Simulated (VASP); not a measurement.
# FeNi3 (Awaruite) (Pm-3m) in VASP: settings compared

Aim: see how the results for FeNi3 (Awaruite) move with the level of theory and the settings. Levels: revPBE+D3(BJ), PBE+D4, PBE, r2SCAN+D4. Tasks: single point.

All numbers are computed with VASP 6.6.1; they aren't measurements. Logs are shortened: lines on timing, memory, paths and dates and some standing lists are left out, and cuts for length are marked.

## (1) The cell of the first run

Symmetry: Pm-3m, No. 221, cubic system. Conventional cell: a = 3.495 Å, b = 3.495 Å, c = 3.495 Å, α = 90.00°, β = 90.00°, γ = 90.00°. Fe (site symmetry m-3m) has 12 Ni at 2.47 Å within 3.3 Å. Within 3.3 Å of Ni (site symmetry 4/mmm) lie 4 Fe at 2.47 Å and 8 Ni at 2.47 Å.

## (2) Single point, revPBE+D3(BJ), collinear spin, ferromagnetic start

Contents of INCAR:

```
  PREC = Accurate
  ENCUT = 520
  EDIFF = 1E-7
  ISMEAR = -1
  SIGMA = 0.15
  LREAL = F
  LASPH = T
  NELM = 150
  ALGO = Normal
  ISIF = 2
  LWAVE = F
  LCHARG = F
  ISPIN = 2
  MAGMOM = 3.5 1.5 1.5 1.5
  LORBIT = 11
  LMAXMIX = 4
  GGA = RE
  IVDW = 12
  NBANDS = 31
```

Contents of KPOINTS:

```
regular mesh
0
Gamma
  9 9 9
```

Contents of POSCAR:

```
FeNi3
1.0
    3.4954546806      0.0000000000      0.0000000000
    0.0000000000      3.4954546806      0.0000000000
    0.0000000000      0.0000000000      3.4954546806
Fe Ni
1 3
Direct
    0.0000000000      0.0000000000      0.0000000000
    0.0000000000      0.5000000000      0.5000000000
    0.5000000000      0.0000000000      0.5000000000
    0.5000000000      0.5000000000      0.0000000000
```

Potentials or basis: VASP PAW PBE potentials, release 64 (Fe, Ni).

On the command line:

```console
$ cat potpaw_PBE.64/Fe/POTCAR potpaw_PBE.64/Ni/POTCAR > POTCAR
$ mpirun -np 1 vasp_std > vasp.out
```

OUTCAR:

```text
PREC = Accurate
   ENCUT = 520
   EDIFF = 1E-7
   ISMEAR = -1
   LREAL = F
   LASPH = T
   NELM = 150
   ISIF = 2
   ISPIN = 2
   LORBIT = 11
   GGA = RE
   IVDW = 12
 IVDW          = 12

 ion  position               nearest neighbor table
   1  0.000  0.000  0.000-   2 2.47   3 2.47   4 2.47   2 2.47   3 2.47   2 2.47   4 2.47   2 2.47
                             3 2.47   4 2.47   3 2.47   4 2.47
   2  0.000  0.500  0.500-   1 2.47   3 2.47   4 2.47   1 2.47   4 2.47   1 2.47   3 2.47   1 2.47
                             3 2.47   4 2.47   4 2.47   3 2.47
   3  0.500  0.000  0.500-   1 2.47   2 2.47   4 2.47   1 2.47   4 2.47   2 2.47   4 2.47   4 2.47
                             1 2.47   2 2.47   1 2.47   2 2.47
   4  0.500  0.500  0.000-   1 2.47   2 2.47   3 2.47   2 2.47   3 2.47   1 2.47   3 2.47   3 2.47
                             1 2.47   2 2.47   2 2.47   1 2.47

  LATTYP: Found a simple cubic cell.
 ALAT       =     3.4954546806

  Lattice vectors:

 A1 = (   3.4954546806,   0.0000000000,   0.0000000000)
 A2 = (   0.0000000000,   3.4954546806,   0.0000000000)
 A3 = (   0.0000000000,   0.0000000000,   3.4954546806)

Analysis of symmetry for initial positions (statically):
=====================================================================
 Subroutine PRICEL returns:
 Original cell was already a primitive cell.

 Routine SETGRP: Setting up the symmetry group for a
 simple cubic supercell.

 Subroutine GETGRP returns: Found 48 space group operations
 (whereof 48 operations were pure point group operations)
 out of a pool of 48 trial point group operations.

The static configuration has the point symmetry O_h .

Analysis of symmetry for dynamics (positions and initial velocities):
=====================================================================
 Subroutine PRICEL returns:
 Original cell was already a primitive cell.

 Routine SETGRP: Setting up the symmetry group for a
 simple cubic supercell.

 Subroutine GETGRP returns: Found 48 space group operations
 (whereof 48 operations were pure point group operations)
 out of a pool of 48 trial point group operations.

The dynamic configuration has the point symmetry O_h .

Analysis of structural, dynamic, and magnetic symmetry:
=====================================================================
 Subroutine PRICEL returns:
 Original cell was already a primitive cell.

 Routine SETGRP: Setting up the symmetry group for a
 simple cubic supercell.

 Subroutine GETGRP returns: Found 48 space group operations
 (whereof 48 operations were pure point group operations)
 out of a pool of 48 trial point group operations.

The overall configuration has the point symmetry O_h .

 Subroutine INISYM returns: Found 48 space group operations
 (whereof 48 operations are pure point group operations),
 and found     1 'primitive' translations

----------------------------------------------------------------------------------------

                                     Primitive cell

  volume of cell :      42.7082

  direct lattice vectors                    reciprocal lattice vectors
     3.495454681  0.000000000  0.000000000     0.286085815  0.000000000  0.000000000
     0.000000000  3.495454681  0.000000000     0.000000000  0.286085815  0.000000000
     0.000000000  0.000000000  3.495454681     0.000000000  0.000000000  0.286085815

  length of vectors
     3.495454681  3.495454681  3.495454681     0.286085815  0.286085815  0.286085815

  position of ions in fractional coordinates (direct lattice)
     0.000000000  0.000000000  0.000000000
     0.000000000  0.500000000  0.500000000
     0.500000000  0.000000000  0.500000000
     0.500000000  0.500000000  0.000000000

  ion indices of the primitive-cell ions
   primitive index   ion index
                 1           1
                 2           2
                 3           3
                 4           4

----------------------------------------------------------------------------------------

 KPOINTS: regular mesh

Automatic generation of k-mesh.
 Grid dimensions read from file:
 generate k-points for:    9    9    9

 Generating k-lattice:

  Cartesian coordinates                     Fractional coordinates (reciprocal lattice)
     0.031787313  0.000000000  0.000000000     0.111111111  0.000000000  0.000000000
     0.000000000  0.031787313  0.000000000     0.000000000  0.111111111  0.000000000
     0.000000000  0.000000000  0.031787313     0.000000000  0.000000000  0.111111111

  Length of vectors
     0.031787313  0.031787313  0.031787313

  Shift w.r.t. Gamma in fractional coordinates (k-lattice)
     0.000000000  0.000000000  0.000000000

 Subroutine IBZKPT returns following result:
 ===========================================

 Found     35 irreducible k-points:

 Following reciprocal coordinates:
            Coordinates               Weight
  0.000000  0.000000  0.000000      1.000000
  0.111111  0.000000  0.000000      6.000000
  0.222222  0.000000  0.000000      6.000000
  0.333333  0.000000  0.000000      6.000000
  0.444444  0.000000  0.000000      6.000000
  0.111111  0.111111  0.000000     12.000000
[... 16 lines left out ...]
  0.333333  0.333333  0.111111     24.000000
  0.444444  0.333333  0.111111     48.000000
 [... further k-points ...]
   k-points           NKPTS =     35   k-points in BZ     NKDIM =     35   number of bands    NBANDS=     31
   number of dos      NEDOS =    301   number of ions     NIONS =      4
   total plane-waves  NPLWV =  21952
   dimension x,y,z NGX =    28 NGY =   28 NGZ =   28
   dimension x,y,z NGXF=    56 NGYF=   56 NGZF=   56
   ions per type =               1   3
   NGX,Y,Z   is equivalent  to a cutoff of  13.32, 13.32, 13.32 a.u.
   NGXF,Y,Z  is equivalent  to a cutoff of  26.63, 26.63, 26.63 a.u.
 SYSTEM =  unknown system
   PREC   = accura    normal or accurate (medium, high low for compatibility)
   ISTART =      0    job   : 0-new  1-cont  2-samecut
   ICHARG =      2    charge: 1-file 2-atom 10-const
   ISPIN  =      2    spin polarized calculation?
   LNONCOLLINEAR =      F non collinear calculations
   LSORBIT =      F    spin-orbit coupling
   LASPH  =      T    aspherical Exc in radial PAW
   ENCUT  =  520.0 eV  38.22 Ry    6.18 a.u.   6.50  6.50  6.50*2*pi/ulx,y,z
   NELM   =    150;   NELMIN=  2; NELMDL= -5     # of ELM steps
   EDIFF  = 0.1E-06   stopping-criterion for ELM
   LREAL  =      F    real-space projection
   EDIFFG = 0.1E-05   stopping-criterion for IOM
   NSW    =      0    number of steps for IOM
   IBRION =     -1    ionic relax: 0-MD 1-quasi-New 2-CG
   NFREE  =      0    steps in history (QN), initial steepest desc. (CG)
   ISIF   =      2    stress and relaxation
   ISYM   =      2    0-nonsym 1-usesym 2-fastsym
   POTIM  = 0.5000    time-step for ionic-motion
   TEBEG  =    0.0;   TEEND  =   0.0 temperature during run
   PSTRESS=    0.0 pullay stress
   NELECT =      38.0000    total number of electrons
   NUPDOWN=      -1.0000    fix difference up-down
   EMIN   =  10.00;   EMAX   =-10.00  energy-range for DOS
   EFERMI =   0.00;   METHOD = LEGACY
   ISMEAR =    -1;   SIGMA  =   0.15  broadening in eV -4-tet -1-fermi 0-gaus
   EFERMI_NEDOS =   21; number of points for ismear=-14 and -15
   IALGO  =     38    algorithm
   IMIX   =      4    mixing-type and parameters
     AMIX     =   0.40;   BMIX     =  1.00
     AMIX_MAG =   1.60;   BMIX_MAG =  1.00
  volume/ion in A,a.u.               =      10.68        72.05
  Fermi-wavevector in a.u.,A,eV,Ry     =   1.574583  2.975531 33.733103  2.479313
  Thomas-Fermi vector in A             =   2.675696
   LORBIT       =     11    0 simple, 1 ext, 2 COOP (PROOUT), +10 PAW based schemes
   GGA     = RE    functional components
   LHFCALC =     F    Hartree Fock is set to
   AEXX    =    0.0000 exact exchange contribution
   IVDW    =    12    specifies the selected vdW correction
   LEPSILON=     F    determine dielectric tensor
   LRPA    =     F    only Hartree local field effects (RPA)
 spin polarized calculation
  energy-cutoff  :      520.00
  volume of cell :       42.71
 maximum number of plane-waves:      1189
 NGX is ok and might be reduce to    28
   NGX = 13   NGY = 13   NGZ = 13

 number of electron      37.9999983 magnetization       4.6360319

 Free energy of the ion-electron system (eV)
  ---------------------------------------------------
  ext. energy  EPLUGINS =         0.00000000
  ---------------------------------------------------
  free energy    TOTEN  =       -23.42465891 eV

  energy without entropy =      -23.16721437  energy(sigma->0) =      -23.29593664

 E-fermi :   9.2149     XC(G=0): -13.3081

 val. band max:        9.2128400174   @ k =   0.2222   0.2222   0.0000
 cond. band min:       9.2440819128   @ k =   0.4444   0.3333   0.3333
 fundamental gap:      0.0312418954
 Fermi energy:         9.2148790982

 spin component 1

 k-point     1 :       0.0000    0.0000    0.0000
  band No.  band energies     occupation
      1      -0.1008      1.00000
      2       3.7239      1.00000
      3       3.7239      1.00000
      4       4.3556      1.00000
      5       4.4940      1.00000
      6       4.4940      1.00000
[... 23 lines left out ...]
     30      23.8311      0.00000
     31      24.3647      0.00000

 k-point     2 :       0.1111    0.0000    0.0000
  band No.  band energies     occupation
      1       0.0640      1.00000
      2       3.7778      1.00000
      3       3.8039      1.00000
      4       4.4181      1.00000
      5       4.5454      1.00000
      6       4.5533      1.00000
[... 23 lines left out ...]
     30      23.3096      0.00000
     31      23.8526      0.00000

 k-point     3 :       0.2222    0.0000    0.0000
  band No.  band energies     occupation
      1       0.5483      1.00000
      2       3.8743      1.00000
      3       4.0213      1.00000
      4       4.6025      1.00000
      5       4.6936      1.00000
      6       4.7315      1.00000
[... 703 lines left out ...]
     30      24.3784      0.00000
     31      24.6534      0.00000

 k-point    24 :       0.4444    0.3333    0.1111
  band No.  band energies     occupation
      1       3.4175      1.00000
      2       4.1296      1.00000
      3       4.7962      1.00000
      4       5.0693      1.00000
      5       5.3102      1.00000
      6       5.5553      1.00000
[... 23 lines left out ...]
     30      23.2830      0.00000
     31      25.6457      0.00000

 [... further k-points ...]

 spin component 2

 k-point     1 :       0.0000    0.0000    0.0000
  band No.  band energies     occupation
      1      -0.0796      1.00000
      2       4.7165      1.00000
      3       4.7249      1.00000
      4       4.7249      1.00000
      5       5.4484      1.00000
      6       5.4485      1.00000
[... 23 lines left out ...]
     30      23.7425      0.00000
     31      24.7071      0.00000

 k-point     2 :       0.1111    0.0000    0.0000
  band No.  band energies     occupation
      1       0.0854      1.00000
      2       4.7183      1.00000
      3       4.8053      1.00000
      4       4.8241      1.00000
      5       5.5049      1.00000
      6       5.5060      1.00000
[... 23 lines left out ...]
     30      23.2620      0.00000
     31      24.2196      0.00000

 k-point     3 :       0.2222    0.0000    0.0000
  band No.  band energies     occupation
      1       0.5715      1.00000
      2       4.6372      1.00000
      3       5.0387      1.00000
      4       5.0998      1.00000
      5       5.6686      1.00000
      6       5.6794      1.00000
[... 703 lines left out ...]
     30      24.5326      0.00000
     31      25.0176      0.00000

 k-point    24 :       0.4444    0.3333    0.1111
  band No.  band energies     occupation
      1       3.5866      1.00000
      2       4.4766      1.00000
      3       5.5465      1.00000
      4       5.7730      1.00000
      5       6.3013      1.00000
      6       6.4731      1.00000
[... 23 lines left out ...]
     30      23.5986      0.00000
     31      25.8801      0.00000

 [... further k-points ...]

------------------------ aborting loop because EDIFF is reached ----------------------------------------

 Edisp (eV)   -3.44641

 E8    (eV) :    -2.4148

  FORCE on cell =-STRESS in cart. coord.  units (eV):
  Direction    XX          YY          ZZ          XY          YZ          ZX
  --------------------------------------------------------------------------------------
  -------------------------------------------------------------------------------------
  Total      -0.03542    -0.03542    -0.03542     0.00000    -0.00000     0.00000
  in kB      -1.32866    -1.32866    -1.32866     0.00000    -0.00000     0.00000
  external pressure =       -1.33 kB  Pullay stress =        0.00 kB

 VOLUME and BASIS-vectors are now :
 -----------------------------------------------------------------------------
  energy-cutoff  :      520.00
  volume of cell :       42.71
      direct lattice vectors                 reciprocal lattice vectors
     3.495454681  0.000000000  0.000000000     0.286085815  0.000000000  0.000000000
     0.000000000  3.495454681  0.000000000     0.000000000  0.286085815  0.000000000
     0.000000000  0.000000000  3.495454681     0.000000000  0.000000000  0.286085815

 POSITION                                       TOTAL-FORCE (eV/Angst)
 -----------------------------------------------------------------------------------
      0.00000      0.00000      0.00000         0.000000      0.000000      0.000000
      0.00000      1.74773      1.74773         0.000000      0.000000      0.000000
      1.74773      0.00000      1.74773         0.000000      0.000000      0.000000
      1.74773      1.74773      0.00000         0.000000      0.000000      0.000000
 -----------------------------------------------------------------------------------
    total drift:                                0.000000      0.000000      0.000000

  FREE ENERGIE OF THE ION-ELECTRON SYSTEM (eV)
  ---------------------------------------------------
  free  energy   TOTEN  =       -26.8710640422 eV

  energy  without entropy=      -26.6136194952  energy(sigma->0) =      -26.74234177

 total charge

# of ion       s       p       d       tot
------------------------------------------
    1        0.489   0.535   6.153   7.178
    2        0.521   0.547   8.339   9.407
    3        0.521   0.547   8.339   9.407
    4        0.521   0.547   8.339   9.407
--------------------------------------------------
tot          2.052   2.177  31.169  35.399

 magnetization (x)

# of ion       s       p       d       tot
------------------------------------------
    1        0.011  -0.001   2.814   2.824
    2       -0.016  -0.046   0.671   0.608
    3       -0.016  -0.046   0.671   0.608
    4       -0.016  -0.046   0.671   0.608
--------------------------------------------------
tot         -0.039  -0.139   4.826   4.649
```

It took 3 min on 1 thread of Oxide Virtual Turin-like, shared host; peak memory 0.19 GiB.

What came out:

| Item | Value |
| --- | --- |
| Free energy | -26.8711 eV |
| Pressure | -0.1 GPa |
| Net moment | 4.64 μB per cell |
| Site moments | Fe +2.82; Ni +0.61 μB |
| Valence electrons inside the program's atomic spheres | Fe 7.18; Ni 9.41 |
| Dispersion energy per atom | -0.862 eV |

Caveat: the PAW data sets were made with another functional, which shifts forces and pressure a little; pairwise dispersion overbinds metals, which lowers pressure and volume.

(Continued in part 2 of 2.)
